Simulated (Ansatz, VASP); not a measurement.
**SiC in VASP and in Ansatz**

The input INCAR:

```
PREC = Accurate
ENCUT = 520
EDIFF = 1E-8
ISMEAR = -1
SIGMA = 0.08
LREAL = False
LASPH = True
NELM = 80
ALGO = Normal
ISIF = 2
LWAVE = False
LCHARG = False
GGA = PE
LEFG = True
NBANDS = 16
```

Contents of KPOINTS:

```
Automatic mesh
0
Gamma
  15 15 8
```

The input POSCAR:

```
SiC
1.0
    3.0862175446      0.0000000000      0.0000000000
   -1.5431087723      2.6727427953      0.0000000000
    0.0000000000      0.0000000000      5.0647708873
Si C
2 2
Direct
    0.3333333333      0.6666666667      0.0000000000
    0.6666666667      0.3333333333      0.5000000000
    0.3333333333      0.6666666667      0.3850000000
    0.6666666667      0.3333333333      0.8850000000
```

Input for Ansatz:

```yaml
crystal:
  lattice:
    - [3.0862175446, 0.0, 0.0]
    - [-1.5431087723, 2.6727427953, 0.0]
    - [0.0, 0.0, 5.0647708873]
  atoms:
    - { symbol: Si, position: [0.3333333333, 0.6666666667, 0.0] }
    - { symbol: Si, position: [0.6666666667, 0.3333333333, 0.5] }
    - { symbol: C, position: [0.3333333333, 0.6666666667, 0.385] }
    - { symbol: C, position: [0.6666666667, 0.3333333333, 0.885] }
kpoints:
  mp_grid: { grid: [15, 15, 8] }
scf:
  occupations: { method: fermi_dirac, width: 0.08 }
hamiltonian:
  xc: pbe
  pseudopotentials: { kind: all_electron, datasets: crystal }
output:
  forces: true
  stress: true
  eigenvalues: true
  efg: { contact_densities: true }
```

Change from the starting cell: volume scaled by 1.01, crystal datasets.

Alike in both runs: task electric field gradients; functional PBE; k mesh 15 × 15 × 8; occupations fermi-dirac, width 0.08 eV; no spin polarisation.

|  | VASP | Ansatz |
| --- | --- | --- |
| version | VASP 6.6.1 | Ansatz 0.2.0 |
| potentials or method | VASP PAW PBE potentials, release 64 (Si, C), cutoff 520 eV | all-electron PAW with datasets made for the crystal, scalar-relativistic |

VASP gave:

```
pressure (GPa)                                                : 1.4
traceless stress, the component that is largest in VASP (GPa) : -2.96
rms of the force components (eV/Å)                            : 0.426
size of Vzz on the site where it differs most (V/Å²)          : 17.2
```

Question: What did Ansatz give for the same quantities?

Answer: Pressure (GPa): 1.5; traceless stress, the component that is largest in VASP (GPa): -2.95; rms of the force components (eV/Å): 0.425; size of Vzz on the site where it differs most (V/Å²): 16.3.

Atom by atom the forces differ by 0.000 eV/Å (rms over components). Ansatz ran all-electron here, and VASP with PAW potentials.
